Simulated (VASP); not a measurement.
Ir: single point with PBEsol

The system is Ir.

```
Ir
1.0
     0.00000    1.91606    1.91606
     1.91606    0.00000    1.91606
     1.91606    1.91606    0.00000
Ir
1
Direct
  0.00000 0.00000 0.00000
```

```yaml
Program: VASP 6.6.1
Task: single point
Functional: PBEsol
Potentials_or_basis: VASP PAW PBE potentials, release 64 (Ir_sv_GW)
Cutoff: 560 eV
k_mesh: 18 × 18 × 18
Occupations: fermi-dirac, width 0.15 eV
Spin: no spin polarisation
```

* Pressure: -1.9 GPa
* Band gap on the k mesh: zero (an odd number of electrons rules out a gap without spin polarisation)

Levels at points of the mesh, in eV from the Fermi level:
| k point | band 4 | band 5 | band 6 | band 7 | band 8 | band 9 | band 10 | band 11 | band 12 | band 13 |
| --- | --- | --- | --- | --- | --- | --- | --- | --- | --- | --- |
| (0.00, 0.00, 0.00) | -49.40 | -11.22 | -3.91 | -3.91 | -3.91 | -1.18 | -1.18 | 13.58 | 19.12 | 19.12 |
| (0.50, 0.00, 0.00) | -49.52 | -8.18 | -4.02 | -4.02 | -0.81 | 0.94 | 0.94 | 7.32 | 13.24 | 19.13 |
| (0.50, 0.50, 0.00) | -49.70 | -7.99 | -7.41 | 0.92 | 1.52 | 1.52 | 1.66 | 10.58 | 11.48 | 11.48 |

It took 33 s on 1 thread of Intel(R) Xeon(R) Platinum 8488C (Sapphire Rapids) (shared host), peak memory 0.18 GiB.

Caveat: the PAW data sets were made with another functional, which shifts forces and pressure a little; spin-orbit coupling is left out, which moves the levels of the heavy elements.
